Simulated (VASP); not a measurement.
Zn:

```xyz
2
Lattice="0.0000 2.5878 2.5878 2.5878 0.0000 2.5878 2.5878 2.5878 0.0000" Properties=species:S:1:pos:R:3 pbc="T T T"
Zn    2.5878    2.5878    2.5878
Zn    3.8817    3.8817    3.8817
```

```yaml
Program: VASP 6.6.1
Task: relaxation of cell and atoms
Functional: PBE
Potentials_or_basis: VASP PAW PBE potentials, release 64 (Zn)
Cutoff: 600 eV
k_mesh: 6 × 6 × 6
Occupations: gaussian, width 0.1 eV
Spin: no spin polarisation
```

At the start: pressure 24.0 GPa; volume 17.33 Å³/atom.

Q: How do energy, volume and symmetry change on relaxing?

A: Over 5 steps the energy falls by 408.7 meV/atom and the volume is 25.59 Å³/atom (+47.7 %); space group Fd-3m (No. 227, to 0.05 Å).

Step by step:
```csv
step,energy change (eV),largest force (eV/Å),pressure (GPa),volume (Å³)
1,0.0000,0.0000,24.05,34.66
2,-0.8128,0.0000,0.91,49.41
3,-0.8165,0.0000,0.37,50.36
4,-0.8153,0.0000,-0.47,52.30
5,-0.8173,0.0000,-0.06,51.19
```

Final structure:
```
Zn
1.0
     0.00000    2.94696    2.94696
     2.94696    0.00000    2.94696
     2.94696    2.94696    0.00000
Zn
2
Direct
  0.50000 0.50000 0.50000
  0.75000 0.75000 0.75000
```

Caveat: the volume moved by over 15 % at a fixed basis, so the end points are rough.
